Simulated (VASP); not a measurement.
Pt: single point with r2SCAN

Crystal: Pt.

```
Pt
1.0
     2.53981    0.00000    0.00000
    -1.26991    2.19954    0.00000
     0.00000    0.00000    4.40876
Pt
2
Cartesian
  1.2699 0.7332 3.3066
  0.0000 1.4664 1.1022
```

This cell differs from its parent crystal: strain -0.080 along x and y, -0.080 along z.

```
Program                : VASP 6.6.1
Task                   : single point
Functional             : r2SCAN
Potentials or basis    : VASP PAW PBE potentials, release 64 (Pt)
Cutoff                 : 520 eV
k mesh                 : 18 × 18 × 10
Occupations            : gaussian, width 0.15 eV
Spin                   : no spin polarisation
Dipole correction      : no
Further INCAR settings : ALGO = Normal; EDIFF = 1e-06; NBANDS = 17
```

```
Pressure               : 111.5 GPa
Band gap on the k mesh : zero (bands 10 and 11 overlap by 2.12 eV)
```

Stress tensor (GPa, compression positive):
```
116.33   0.00   0.00
  0.00 116.33   0.00
  0.00   0.00 101.77
```

Levels at points of the mesh, in eV from the Fermi level:
```
           k point  band 6  band 7  band 8  band 9  band 10  band 11  band 12  band 13  band 14  band 15
(0.00, 0.00, 0.00)   -4.69   -4.69   -2.85   -2.85    -1.74    -0.39    -0.39     6.92    15.26    16.14
(0.50, 0.00, 0.00)   -4.47   -3.98    0.02    0.55     0.87     3.09     5.01     9.28    10.67    12.60
(0.00, 0.00, 0.50)   -5.26   -5.26   -5.26   -1.25    -1.25    -1.25    -1.25    13.99    13.99    16.54
(0.50, 0.00, 0.50)   -2.90   -1.52   -1.52    0.73     0.73     1.90     1.90     9.04     9.04    16.02
```

It took 2.6 min on 1 thread of AMD EPYC 9R45 96-Core Processor (Zen 5), with other jobs on the host, peak memory 0.18 GiB.

Caveat: the cell differs from its parent crystal (strain -0.080 along x and y, -0.080 along z); the cell stands under pressure; the PAW data sets were made with another functional, which shifts forces and pressure a little; spin-orbit coupling is left out, which moves the levels of the heavy elements.
